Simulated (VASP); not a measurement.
Runs of VASP 6.6.1 on Pt2C. The structure is that of space group I4/mmm (No. 139), or close to it. The cells are those of the table. 

| task | cell | k mesh | cutoff (eV) | gap on the mesh (eV) | pressure (GPa) | largest force (eV/Å) |
| --- | --- | --- | --- | --- | --- | --- |
| single point | a = 5.332 Å, angles 150.0, 150.0, 42.9°, 3 atoms | 8 × 8 × 8 | 520 | none | (a) | 0.01 |
| single point | a = 4.393 Å, angles 138.6, 138.6, 59.9°, 3 atoms | 8 × 8 × 8 | 520 | none | (b) | 1.47 |
| relaxation of cell and atoms | relaxed from a = 4.393 Å, angles 138.6, 138.6, 59.9°, 3 atoms | 8 × 8 × 8 | 600 | none | -0.1 | 0.04 |
| single point | a = 5.325 Å, angles 149.9, 149.9, 43.1°, 3 atoms | 24 × 24 × 24 | 520 | none | -0.3 | - |

Alike in all rows: level PBE; potentials or basis VASP PAW PBE potentials, release 64 (Pt, C); no spin polarisation; smearing gaussian 0.1 eV.

Q: Fill in the values left out.

A: (a) -0.2; (b) 27.9.

Caveats: some runs use coarse meshes; spin-orbit coupling is left out, which moves the levels of the heavy elements; forces of over 1 eV/Å act on the atoms, so gaps and moduli don't describe the material at rest (some runs).

A k mesh can miss the band edges, and the runs leave out spin-orbit coupling on Pt.

A gap of «none» marks levels without a gap at the run's occupations.
